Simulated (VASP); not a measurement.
BaTiO3, 5 atoms in the cell. The typed cell holds 5 atoms: a = 3.887 Å, b = 3.887 Å, c = 3.887 Å, α = 90.00°, β = 90.00°, γ = 90.00°. 

```yaml
Program: VASP 6.6.1
Task: single point
Functional: PBE
Potentials_or_basis: VASP PAW PBE potentials, release 64 (Ba_sv, Ti_sv, O_h)
Cutoff: 910 eV
k_mesh: 8 × 8 × 8
Occupations: gaussian, width 0.02 eV
Spin: no spin polarisation
Dipole_correction: no
Further_INCAR_settings: ALGO = Normal; EDIFF = 1e-06; NBANDS = 28
```

Potentials or basis: VASP PAW PBE potentials, release 64 (Ba_sv, Ti_sv, O_h).

The run is started by

```console
$ cat potpaw_PBE.64/Ba_sv/POTCAR potpaw_PBE.64/Ti_sv/POTCAR potpaw_PBE.64/O_h/POTCAR > POTCAR
$ mpirun -np 1 vasp_std > vasp.out
```

Hardware: 1 thread of Intel(R) Xeon(R) Platinum 8259CL CPU @ 2.50GHz (Skylake/Cascade Lake), on a shared host.

Problem. How long does it take, and how much memory?

Solution. Wall time 4.4 min on 1 thread of Intel(R) Xeon(R) Platinum 8259CL CPU @ 2.50GHz (Skylake/Cascade Lake), on a shared host, peak memory 0.45 GiB. Counts: scf iterations 15, k points 75.
